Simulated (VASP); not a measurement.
Input of a VASP 6.6.1 run:

The input INCAR:

```
SYSTEM = Ge
PREC     = Accurate       ! precision mode
ENCUT    = 520            ! plane-wave cutoff, eV
EDIFF    = 1E-7           ! SCF threshold, eV
ISMEAR   = 0              ! smearing method
SIGMA    = 0.1            ! smearing width, eV
LREAL    = .FALSE.        ! projectors in reciprocal space
LASPH    = .TRUE.         ! aspherical terms in the spheres
NELM     = 80             ! most SCF steps
ALGO     = Normal         ! electronic algorithm
ISIF     = 2              ! what is computed and relaxed
LWAVE    = .FALSE.        ! write WAVECAR
LCHARG   = .FALSE.        ! write CHGCAR
GGA      = PS             ! functional
NBANDS   = 21             ! bands
```

The input KPOINTS:

```
regular mesh
0
G
  6 6 4
  0 0 0
```

Contents of POSCAR:

```
Ge
1.0
    2.9500283611      0.0000000000      0.0000000000
   -1.4750141805      2.5547995026      0.0000000000
    0.0000000000      0.0000000000      4.8092561016
Ge
2
Direct
    0.3333333333      0.6666666667      0.2500000000
    0.6666666667      0.3333333333      0.7500000000
```

Potentials or basis: VASP PAW PBE potentials, release 64 (Ge_d).

Run with:

```bash
$ cat potpaw_PBE.64/Ge_d/POTCAR > POTCAR
$ mpirun -np 1 vasp_std > vasp.out
```

Task: Predict the pressure.

Result: 0.0 GPa.

Task: Predict the band gap on the k mesh.

Result: Zero (bands 14 and 15 overlap by 9.56 eV).

Caveat: the k points lie up to 0.41 Å⁻¹ apart, too coarse for converged energies and pressures of a metal; the PAW data sets were made with another functional, which shifts forces and pressure a little.
